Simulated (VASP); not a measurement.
# CdSe in VASP: a series of runs

The runs below take CdSe through single point, with PBE.

All numbers are computed with VASP 6.6.1; they aren't measurements. Logs are shortened: lines on timing, memory, paths and dates and some standing lists are left out, and cuts for length are marked.

### Step 1. The cell of the first run

Symmetry: I-4m2, No. 119, tetragonal system. The conventional cell has a = 4.385 Å, b = 4.385 Å, c = 6.141 Å, α = 90.00°, β = 90.00°, γ = 90.00°. Within 3.5 Å of Cd (site symmetry -4m2) lie 4 Se at 2.68 Å. Within 3.5 Å of Se (site symmetry -4m2) lie 4 Cd at 2.68 Å.

### Step 2. Single point, PBE (equal xx and yy strain of +1 %)

File INCAR:

```
SYSTEM = CdSe
PREC = Accurate ; ENCUT = 520
EDIFF = 1E-7 ; ISMEAR = -1
SIGMA = 0.03 ; LREAL = .False.
LASPH = .True. ; NELM = 60
ALGO = Normal ; ISIF = 2
LWAVE = .False. ; LCHARG = .False.
GGA = PE ; NBANDS = 16
```

File KPOINTS:

```
regular mesh
0
Gamma
  8 8 8
  0 0 0
```

File POSCAR:

```
CdSe
1.0
    0.0000000000      3.1009739106      3.0702711986
    3.1009739106      0.0000000000      3.0702711986
    3.1009739106      3.1009739106      0.0000000000
Cd Se
1 1
Direct
    0.0000000000      0.0000000000      0.0000000000
    0.2500000000      0.2500000000      0.2500000000
```

Potentials or basis: VASP PAW PBE potentials, release 64 (Cd, Se).

Launch:

```bash
$ cat potpaw_PBE.64/Cd/POTCAR potpaw_PBE.64/Se/POTCAR > POTCAR
$ mpirun -np 1 vasp_std > vasp.out
```

OUTCAR:

```text
SYSTEM = CdSe
   PREC = Accurate
   ENCUT = 520
   EDIFF = 1E-7
   ISMEAR = -1
   LREAL = .False.
   LASPH = .True.
   NELM = 60
   ISIF = 2
   GGA = PE

 ion  position               nearest neighbor table
   1  0.000  0.000  0.000-   2 2.68   2 2.68   2 2.68   2 2.68
   2  0.250  0.250  0.250-   1 2.68   1 2.68   1 2.68   1 2.68

  LATTYP: Found a body centered tetragonal cell.
 ALAT       =     4.3854393609
 C/A-ratio  =     1.4002114479

  Lattice vectors:

 A1 = (   0.0000000000,  -3.1009739106,  -3.0702711986)
 A2 = (   0.0000000000,   3.1009739106,  -3.0702711986)
 A3 = (   3.1009739106,   0.0000000000,   3.0702711986)

Analysis of symmetry for initial positions (statically):
=====================================================================
 Subroutine PRICEL returns:
 Original cell was already a primitive cell.

 Routine SETGRP: Setting up the symmetry group for a
 body centered tetragonal supercell.

 Subroutine GETGRP returns: Found  8 space group operations
 (whereof  8 operations were pure point group operations)
 out of a pool of 16 trial point group operations.

The static configuration has the point symmetry D_2d.

Analysis of symmetry for dynamics (positions and initial velocities):
=====================================================================
 Subroutine PRICEL returns:
 Original cell was already a primitive cell.

 Routine SETGRP: Setting up the symmetry group for a
 body centered tetragonal supercell.

 Subroutine GETGRP returns: Found  8 space group operations
 (whereof  8 operations were pure point group operations)
 out of a pool of 16 trial point group operations.

The dynamic configuration has the point symmetry D_2d.

 Subroutine INISYM returns: Found  8 space group operations
 (whereof  8 operations are pure point group operations),
 and found     1 'primitive' translations

----------------------------------------------------------------------------------------

                                     Primitive cell

  volume of cell :      59.0477

  direct lattice vectors                    reciprocal lattice vectors
     0.000000000  3.100973911  3.070271199    -0.161239667  0.161239667  0.162852063
     3.100973911  0.000000000  3.070271199     0.161239667 -0.161239667  0.162852063
     3.100973911  3.100973911  0.000000000     0.161239667  0.161239667 -0.162852063

  length of vectors
     4.363783270  4.363783270  4.385439361     0.280209305  0.280209305  0.280209305

  position of ions in fractional coordinates (direct lattice)
     0.000000000  0.000000000  0.000000000
     0.250000000  0.250000000  0.250000000

  ion indices of the primitive-cell ions
   primitive index   ion index
                 1           1
                 2           2

----------------------------------------------------------------------------------------

 KPOINTS: regular mesh

Automatic generation of k-mesh.
 Grid dimensions read from file:
 generate k-points for:    8    8    8

 Generating k-lattice:

  Cartesian coordinates                     Fractional coordinates (reciprocal lattice)
    -0.020154958  0.020154958  0.020356508     0.125000000  0.000000000  0.000000000
     0.020154958 -0.020154958  0.020356508     0.000000000  0.125000000  0.000000000
     0.020154958  0.020154958 -0.020356508     0.000000000  0.000000000  0.125000000

  Length of vectors
     0.035026163  0.035026163  0.035026163

  Shift w.r.t. Gamma in fractional coordinates (k-lattice)
     0.000000000  0.000000000  0.000000000

 Subroutine IBZKPT returns following result:
 ===========================================

 Found     59 irreducible k-points:

 Following reciprocal coordinates:
            Coordinates               Weight
  0.000000  0.000000  0.000000      1.000000
  0.125000  0.000000  0.000000      8.000000
  0.250000  0.000000  0.000000      8.000000
  0.375000  0.000000  0.000000      8.000000
  0.500000  0.000000  0.000000      4.000000
  0.125000  0.125000  0.000000      2.000000
[... 16 lines left out ...]
  0.250000  0.000000  0.125000     16.000000
  0.375000 -0.000000  0.125000     16.000000
 [... further k-points ...]
   k-points           NKPTS =     59   k-points in BZ     NKDIM =     59   number of bands    NBANDS=     16
   number of dos      NEDOS =    301   number of ions     NIONS =      2
   total plane-waves  NPLWV =  36864
   dimension x,y,z NGX =    32 NGY =   32 NGZ =   36
   dimension x,y,z NGXF=    64 NGYF=   64 NGZF=   72
   ions per type =               1   1
   NGX,Y,Z   is equivalent  to a cutoff of  12.19, 12.19, 13.65 a.u.
   NGXF,Y,Z  is equivalent  to a cutoff of  24.38, 24.38, 27.29 a.u.
 SYSTEM =  CdSe
   PREC   = accura    normal or accurate (medium, high low for compatibility)
   ISTART =      0    job   : 0-new  1-cont  2-samecut
   ICHARG =      2    charge: 1-file 2-atom 10-const
   ISPIN  =      1    spin polarized calculation?
   LNONCOLLINEAR =      F non collinear calculations
   LSORBIT =      F    spin-orbit coupling
   LASPH  =      T    aspherical Exc in radial PAW
   ENCUT  =  520.0 eV  38.22 Ry    6.18 a.u.   8.11  8.11  8.15*2*pi/ulx,y,z
   NELM   =     60;   NELMIN=  2; NELMDL= -5     # of ELM steps
   EDIFF  = 0.1E-06   stopping-criterion for ELM
   LREAL  =      F    real-space projection
   EDIFFG = 0.1E-05   stopping-criterion for IOM
   NSW    =      0    number of steps for IOM
   IBRION =     -1    ionic relax: 0-MD 1-quasi-New 2-CG
   NFREE  =      0    steps in history (QN), initial steepest desc. (CG)
   ISIF   =      2    stress and relaxation
   ISYM   =      2    0-nonsym 1-usesym 2-fastsym
   POTIM  = 0.5000    time-step for ionic-motion
   TEBEG  =    0.0;   TEEND  =   0.0 temperature during run
   PSTRESS=    0.0 pullay stress
   NELECT =      18.0000    total number of electrons
   NUPDOWN=      -1.0000    fix difference up-down
   EMIN   =  10.00;   EMAX   =-10.00  energy-range for DOS
   EFERMI =   0.00;   METHOD = LEGACY
   ISMEAR =    -1;   SIGMA  =   0.03  broadening in eV -4-tet -1-fermi 0-gaus
   EFERMI_NEDOS =   21; number of points for ismear=-14 and -15
   IALGO  =     38    algorithm
   IMIX   =      4    mixing-type and parameters
     AMIX     =   0.40;   BMIX     =  1.00
     AMIX_MAG =   1.60;   BMIX_MAG =  1.00
  volume/ion in A,a.u.               =      29.52       199.24
  Fermi-wavevector in a.u.,A,eV,Ry     =   1.101788  2.082077 16.516611  1.213937
  Thomas-Fermi vector in A             =   2.238221
   LORBIT       =      0    0 simple, 1 ext, 2 COOP (PROOUT), +10 PAW based schemes
   GGA     = PE    functional components
   LHFCALC =     F    Hartree Fock is set to
   AEXX    =    0.0000 exact exchange contribution
   IVDW    =     0    specifies the selected vdW correction
   LEPSILON=     F    determine dielectric tensor
   LRPA    =     F    only Hartree local field effects (RPA)
 non-spin polarized calculation
  energy-cutoff  :      520.00
  volume of cell :       59.05
 maximum number of plane-waves:      1606
   NGX = 17   NGY = 17   NGZ = 17

 number of electron      18.0000005 magnetization

 Free energy of the ion-electron system (eV)
  ---------------------------------------------------
  ext. energy  EPLUGINS =         0.00000000
  ---------------------------------------------------
  free energy    TOTEN  =        -5.49799399 eV

  energy without entropy =       -5.49799306  energy(sigma->0) =       -5.49799353

 E-fermi :   0.8427     XC(G=0):  -8.6667

 val. band max:        0.5881827000   @ k =   0.0000   0.0000   0.0000
 cond. band min:       1.0766058504   @ k =   0.0000   0.0000   0.0000
 fundamental gap:      0.4884231504
 Fermi energy:         0.8426813210

 k-point     1 :       0.0000    0.0000    0.0000
  band No.  band energies     occupation
      1     -11.7643      2.00000
      2      -7.2158      2.00000
      3      -7.2158      2.00000
      4      -7.2117      2.00000
      5      -6.8909      2.00000
      6      -6.8890      2.00000
[... 8 lines left out ...]
     15      11.4840      0.00000
     16      11.6257      0.00000

 k-point     2 :       0.1250    0.0000    0.0000
  band No.  band energies     occupation
      1     -11.7164      2.00000
      2      -7.2008      2.00000
      3      -7.1981      2.00000
      4      -7.1690      2.00000
      5      -6.8914      2.00000
      6      -6.8900      2.00000
[... 8 lines left out ...]
     15      10.8434      0.00000
     16      10.9169      0.00000

 k-point     3 :       0.2500    0.0000    0.0000
  band No.  band energies     occupation
      1     -11.5998      2.00000
      2      -7.1683      2.00000
      3      -7.1651      2.00000
      4      -7.0198      2.00000
      5      -6.8879      2.00000
      6      -6.8878      2.00000
[... 8 lines left out ...]
     15      10.5654      0.00000
     16      10.6675      0.00000

 k-point     4 :       0.3750    0.0000    0.0000
  band No.  band energies     occupation
      1     -11.4819      2.00000
      2      -7.1426      2.00000
      3      -7.1387      2.00000
      4      -6.8781      2.00000
      5      -6.8759      2.00000
      6      -6.7789      2.00000
[... 8 lines left out ...]
     15      11.4109      0.00000
     16      11.4294      0.00000

 k-point     5 :       0.5000    0.0000    0.0000
  band No.  band energies     occupation
      1     -11.4329      2.00000
      2      -7.1344      2.00000
      3      -7.1302      2.00000
      4      -6.8711      2.00000
      5      -6.8680      2.00000
      6      -6.6302      2.00000
[... 8 lines left out ...]
     15      12.5176      0.00000
     16      12.5815      0.00000

 k-point     6 :       0.1250    0.1250    0.0000
  band No.  band energies     occupation
      1     -11.7000      2.00000
      2      -7.1862      2.00000
      3      -7.1862      2.00000
      4      -7.1710      2.00000
      5      -6.8982      2.00000
      6      -6.8832      2.00000
[... 8 lines left out ...]
     15      11.3671      0.00000
     16      11.6231      0.00000

 k-point     7 :       0.2500    0.1250    0.0000
  band No.  band energies     occupation
      1     -11.6061      2.00000
      2      -7.1620      2.00000
      3      -7.1513      2.00000
      4      -7.0659      2.00000
      5      -6.8984      2.00000
      6      -6.8756      2.00000
[... 8 lines left out ...]
     15      11.4580      0.00000
     16      11.8983      0.00000

 k-point     8 :       0.3750    0.1250    0.0000
  band No.  band energies     occupation
      1     -11.4889      2.00000
      2      -7.1356      2.00000
      3      -7.1219      2.00000
      4      -6.9303      2.00000
      5      -6.8667      2.00000
      6      -6.8083      2.00000
[... 8 lines left out ...]
     15      11.5580      0.00000
     16      12.0108      0.00000

 k-point     9 :       0.5000    0.1250    0.0000
  band No.  band energies     occupation
      1     -11.4177      2.00000
      2      -7.1211      2.00000
      3      -7.1123      2.00000
      4      -6.8943      2.00000
      5      -6.8660      2.00000
      6      -6.6184      2.00000
[... 8 lines left out ...]
     15      11.9222      0.00000
     16      12.6271      0.00000
[... 172 lines left out ...]
 k-point    19 :       0.5000    0.3750    0.0000
  band No.  band energies     occupation
      1     -11.3418      2.00000
      2      -7.0508      2.00000
      3      -7.0080      2.00000
      4      -6.9860      2.00000
      5      -6.8463      2.00000
      6      -6.5713      2.00000
[... 8 lines left out ...]
     15      12.9614      0.00000
     16      13.5075      0.00000

 k-point    20 :      -0.3750    0.3750    0.0000
  band No.  band energies     occupation
      1     -11.3362      2.00000
      2      -7.0706      2.00000
      3      -7.0245      2.00000
      4      -6.9488      2.00000
      5      -6.8631      2.00000
      6      -6.4942      2.00000
[... 8 lines left out ...]
     15      11.9329      0.00000
     16      14.2497      0.00000

 k-point    21 :       0.5000    0.5000    0.0000
  band No.  band energies     occupation
      1     -11.3255      2.00000
      2      -7.0427      2.00000
      3      -6.9887      2.00000
      4      -6.9887      2.00000
      5      -6.8382      2.00000
      6      -6.5621      2.00000
[... 8 lines left out ...]
     15      12.8624      0.00000
     16      13.6259      0.00000

 k-point    22 :       0.1250    0.0000    0.1250
  band No.  band energies     occupation
      1     -11.7009      2.00000
      2      -7.1862      2.00000
      3      -7.1821      2.00000
      4      -7.1747      2.00000
      5      -6.9001      2.00000
      6      -6.8822      2.00000
[... 8 lines left out ...]
     15      11.3211      0.00000
     16      11.7228      0.00000

 k-point    23 :       0.2500    0.0000    0.1250
  band No.  band energies     occupation
      1     -11.6076      2.00000
      2      -7.1627      2.00000
      3      -7.1490      2.00000
      4      -7.0662      2.00000
      5      -6.9013      2.00000
      6      -6.8754      2.00000
[... 8 lines left out ...]
     15      11.5019      0.00000
     16      11.9174      0.00000

 k-point    24 :       0.3750   -0.0000    0.1250
  band No.  band energies     occupation
      1     -11.4904      2.00000
      2      -7.1376      2.00000
      3      -7.1192      2.00000
      4      -6.9258      2.00000
      5      -6.8681      2.00000
      6      -6.8142      2.00000
[... 8 lines left out ...]
     15      11.5338      0.00000
     16      12.0060      0.00000

 [... further k-points ...]

------------------------ aborting loop because EDIFF is reached ----------------------------------------

  FORCE on cell =-STRESS in cart. coord.  units (eV):
  Direction    XX          YY          ZZ          XY          YZ          ZX
  --------------------------------------------------------------------------------------
  -------------------------------------------------------------------------------------
  Total        0.1907110      0.1907110      0.2516268      0.0000000      0.0000000      0.0000000
  in kB        5.1746779      5.1746779      6.8275435      0.0000000      0.0000000      0.0000000
  external PRESSURE =       5.7256331 kB  Pullay stress =       0.0000000 kB

 VOLUME and BASIS-vectors are now :
 -----------------------------------------------------------------------------
  energy-cutoff  :      520.00
  volume of cell :       59.05
      direct lattice vectors                 reciprocal lattice vectors
     0.000000000  3.100973911  3.070271199    -0.161239667  0.161239667  0.162852063
     3.100973911  0.000000000  3.070271199     0.161239667 -0.161239667  0.162852063
     3.100973911  3.100973911  0.000000000     0.161239667  0.161239667 -0.162852063

 POSITION                                       TOTAL-FORCE (eV/Angst)
 -----------------------------------------------------------------------------------
      0.00000      0.00000      0.00000        -0.000000     -0.000000      0.000000
      1.55049      1.55049      1.53514         0.000000      0.000000     -0.000000
 -----------------------------------------------------------------------------------
    total drift:                               -0.000002     -0.000002      0.000001

  FREE ENERGIE OF THE ION-ELECTRON SYSTEM (eV)
  ---------------------------------------------------
  free  energy   TOTEN  =        -5.4979939872 eV

  energy  without entropy=       -5.4979930645  energy(sigma->0) =       -5.49799353
```

It took 67 s on 1 thread of Intel Xeon 8259CL, shared host; peak memory 0.22 GiB.

Results:

```
Free energy            : -5.4980 eV
Pressure               : 0.6 GPa
Band gap on the k mesh : 0.49 eV
```

Caveat: the cell differs from its parent crystal (equal xx and yy strain of +1 %).

### Step 3. Single point, PBE (equal xy, yz and zx shear strains of -3 %)

File INCAR:

```
SYSTEM = CdSe
  PREC = Accurate
  ENCUT = 520
  EDIFF = 1E-7
  ISMEAR = -1
  SIGMA = 0.03
  LREAL = .False.
  LASPH = .True.
  NELM = 60
  ALGO = Normal
  ISIF = 2
  LWAVE = .False.
  LCHARG = .False.
  GGA = PE
  NBANDS = 16
```

File KPOINTS:

```
Automatic mesh
0
Gamma
  8 8 8
  0 0 0
```

File POSCAR:

```
CdSe
1.0
   -0.0921081360      3.0242171306      3.0242171306
    3.0242171306     -0.0921081360      3.0242171306
    3.0242171306      3.0242171306     -0.0921081360
Cd Se
1 1
Direct
    0.0000000000      0.0000000000      0.0000000000
    0.2500000000      0.2500000000      0.2500000000
```

Potentials or basis: VASP PAW PBE potentials, release 64 (Cd, Se).

Launch:

```bash
$ cat potpaw_PBE.64/Cd/POTCAR potpaw_PBE.64/Se/POTCAR > POTCAR
$ mpirun -np 1 vasp_std > vasp.out
```

Run time: 75 s. Hardware: 1 thread of Intel Xeon 8259CL, shared host; peak memory 0.21 GiB.

The run converged. Its results:

```
Free energy            : -5.4675 eV
Pressure               : 1.8 GPa
Largest force          : 0.376 eV/Å
Band gap on the k mesh : 0.52 eV
```

Forces in eV/Å, atoms in the order of the input:
```
Cd  -0.217 -0.217 -0.217
Se   0.217  0.217  0.217
```

Stress tensor (GPa, compression positive):
```
1.79 1.42 1.42
1.42 1.79 1.42
1.42 1.42 1.79
```

Levels at points of the mesh, in eV from the valence-band top:
```tsv
k point	band 7	band 8	band 9	band 10	band 11	band 12
(0.00, 0.00, 0.00)	-0.08	-0.08	0.00	0.52	5.71	5.71
(0.50, 0.00, 0.00)	-4.27	-0.72	-0.69	2.37	6.28	6.62
(0.50, 0.50, 0.00)	-4.00	-1.91	-1.68	3.10	3.73	8.85
(0.50, 0.50, 0.50)	-4.29	-0.90	-0.90	2.15	6.21	6.21
```

Caveat: the cell differs from its parent crystal (equal xy, yz and zx shear strains of -3 %).

(Continued in part 2 of 2.)
